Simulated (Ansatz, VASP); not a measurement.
**Cu3N: VASP beside Ansatz**

Contents of INCAR:

```
  ALGO = Normal
  EDIFF = 1E-6
  ENCUT = 600
  GGA = PE
  GGA_COMPAT = F
  ISIF = 2
  ISMEAR = -1
  LASPH = T
  LCHARG = T
  LELF = T
  LREAL = F
  LVHAR = T
  LWAVE = F
  NBANDS = 27
  NELM = 120
  PREC = Accurate
  SIGMA = 0.02
```

The input KPOINTS:

```
k-points
0
Gamma
  6 6 6
```

The input POSCAR:

```
Cu3N
1.0
    3.8667543860      0.0000000000      0.0000000000
    0.0000000000      3.8667543860      0.0000000000
    0.0000000000      0.0000000000      3.8667543860
Cu N
3 1
Direct
    0.5000000000      0.0000000000      0.0000000000
    0.0000000000      0.5000000000      0.0000000000
    0.0000000000      0.0000000000      0.5000000000
    0.0000000000      0.0000000000      0.0000000000
```

Input for Ansatz:

```yaml
crystal:
  lattice:
    - [3.866754386, 0.0, 0.0]
    - [0.0, 3.866754386, 0.0]
    - [0.0, 0.0, 3.866754386]
  atoms:
    - { symbol: Cu, position: [0.5, 0.0, 0.0] }
    - { symbol: Cu, position: [0.0, 0.5, 0.0] }
    - { symbol: Cu, position: [0.0, 0.0, 0.5] }
    - { symbol: "N", position: [0.0, 0.0, 0.0] }
kpoints:
  mp_grid: { grid: [6, 6, 6] }
hamiltonian:
  xc: pbe
scf:
  occupations: { method: fermi_dirac, width: 0.02 }
  n_extra_bands: 5
output:
  forces: true
  stress: true
  eigenvalues: true
```

Alike in both runs: task single point; functional PBE; k mesh 6 × 6 × 6; occupations fermi-dirac, width 0.02 eV; no spin polarisation.

|  | VASP | Ansatz |
| --- | --- | --- |
| version | VASP 6.6.1 | Ansatz 0.2.0 |
| potentials or method | VASP PAW PBE potentials, release 64 (Cu, N) | plane waves, PAW |
| plane-wave cutoff (eV) | 600 | 420 |
| valence electrons in the cell | 38 | 62 |

```tsv
	VASP	Ansatz	Ansatz less VASP
pressure (GPa)	-2.5	-3.2	-0.74
```

VASP's potentials hold 38 valence electrons a cell and Ansatz's 62, so a difference there can come from the potentials and not from the codes.
